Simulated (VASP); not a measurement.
Set up this calculation in VASP 6.6.1, as the native input.

```
Task                   : single point
Functional             : r2SCAN
Potentials or basis    : VASP PAW PBE potentials, release 64 (Mg_sv, S)
Cutoff                 : 920 eV
k mesh                 : 10 × 10 × 10
Occupations            : fermi-dirac, width 0.02 eV
Spin                   : no spin polarisation
Dipole correction      : no
Further INCAR settings : ALGO = Normal; EDIFF = 1e-06; NBANDS = 15
```

MgS:

```
CELL_PARAMETERS angstrom
0.00000 2.65350 2.65350
2.65350 0.00000 2.65350
2.65350 2.65350 0.00000
ATOMIC_POSITIONS crystal
Mg 0.00000 0.00000 0.00000
S 0.50000 0.50000 0.50000
```

These files were run (other wordings do the same):

POSCAR

```
MgS
1.0
    0.0000000000      2.6535035000      2.6535035000
    2.6535035000      0.0000000000      2.6535035000
    2.6535035000      2.6535035000      0.0000000000
Mg S
1 1
Direct
    0.0000000000      0.0000000000      0.0000000000
    0.5000000000      0.5000000000      0.5000000000
```

INCAR.step1

```
ALGO     = Normal         # electronic algorithm
EDIFF    = 1E-5           # SCF threshold, eV
ENCUT    = 920            # plane-wave cutoff, eV
GGA      = PE             # functional
GGA_COMPAT= F            
ISMEAR   = -1             # smearing method
LASPH    = T              # aspherical terms in the spheres
LCHARG   = F              # write CHGCAR
LREAL    = F              # projectors in reciprocal space
LWAVE    = T              # write WAVECAR
NBANDS   = 15             # bands
NELM     = 120            # most SCF steps
PREC     = Accurate       # precision mode
SIGMA    = 0.02           # smearing width, eV
```

INCAR.step2

```
ALGO     = Normal         # electronic algorithm
EDIFF    = 1E-6           # SCF threshold, eV
ENCUT    = 920            # plane-wave cutoff, eV
GGA_COMPAT= F            
ISIF     = 2              # what is computed and relaxed
ISMEAR   = -1             # smearing method
ISTART   = 1            
LASPH    = T              # aspherical terms in the spheres
LCHARG   = F              # write CHGCAR
LMIXTAU  = T            
LREAL    = F              # projectors in reciprocal space
LWAVE    = F              # write WAVECAR
METAGGA  = R2SCAN         # meta-GGA
NBANDS   = 15             # bands
NELM     = 120            # most SCF steps
PREC     = Accurate       # precision mode
SIGMA    = 0.02           # smearing width, eV
```

KPOINTS

```
k-points
0
Gamma
  10 10 10
```

Potentials or basis: VASP PAW PBE potentials, release 64 (Mg_sv, S).

Run with:

```bash
$ cat potpaw_PBE.64/Mg_sv/POTCAR potpaw_PBE.64/S/POTCAR > POTCAR
$ cp INCAR.step1 INCAR
$ mpirun -np 1 vasp_std > vasp.out
$ cp INCAR.step2 INCAR
$ mpirun -np 1 vasp_std > vasp.out
```

It gave:

| Item | Value |
| --- | --- |
| Pressure | -4.2 GPa |
| Band gap on the k mesh | 3.37 eV (least direct gap 4.18 eV) |

Caveat: the cell stands under tension; the PAW data sets were made with another functional, which shifts forces and pressure a little.

Run time: 3.7 min on 1 thread of Intel(R) Xeon(R) Platinum 8259CL CPU @ 2.50GHz (Skylake/Cascade Lake), on a shared host, peak memory 0.29 GiB.
